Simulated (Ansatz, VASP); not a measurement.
TiAl in VASP and in Ansatz

The input INCAR:

```
PREC = Accurate
ENCUT = 520
EDIFF = 1E-6
ISMEAR = 0
SIGMA = 0.1
LREAL = F
LASPH = T
NELM = 100
ALGO = Fast
ISIF = 2
LWAVE = F
LCHARG = T
GGA = PE
LELF = T
LVHAR = T
NBANDS = 14
```

Contents of KPOINTS:

```
regular mesh
0
Gamma
  14 14 14
```

The input POSCAR:

```
TiAl
1.0
    3.3306099809      0.0000000000      0.0000000000
    0.0000000000      3.3306099809      0.0000000000
    0.0000000000      0.0000000000      3.3306099809
Ti Al
1 1
Direct
    0.0000000000      0.0000000000      0.0000000000
    0.5000000000      0.5000000000      0.5000000000
```

Input for Ansatz:

```yaml
crystal:
  lattice:
    - [3.3306099809, 0.0, 0.0]
    - [0.0, 3.3306099809, 0.0]
    - [0.0, 0.0, 3.3306099809]
  atoms:
    - { symbol: Ti, position: [0.0, 0.0, 0.0] }
    - { symbol: Al, position: [0.5, 0.5, 0.5] }
basis:
  ecutwfc: 420
kpoints:
  mp_grid: { grid: [14, 14, 14] }
hamiltonian:
  xc: pbe
scf:
  occupations: { method: gaussian, width: 0.1 }
output:
  forces: true
  stress: true
  eigenvalues: true
  populations: true
```

Alike in both runs: task single point; functional PBE; k mesh 14 × 14 × 14; occupations gaussian, width 0.1 eV; no spin polarisation.

```csv
,VASP,Ansatz
version,VASP 6.6.1,Ansatz 0.2.0
potentials or method,"VASP PAW PBE potentials, release 64 (Ti_sv, Al), cutoff 520 eV","scalar-relativistic, plane waves, PAW"
valence electrons in the cell,15,15
```

```tsv
	VASP	Ansatz	Ansatz less VASP
gap on the k mesh at the Fermi level (eV)	none	none	-
pressure (GPa)	-11.3	-11.3	-0.01
```

A gap of «none» marks a metal or a gap that the smearing closes.
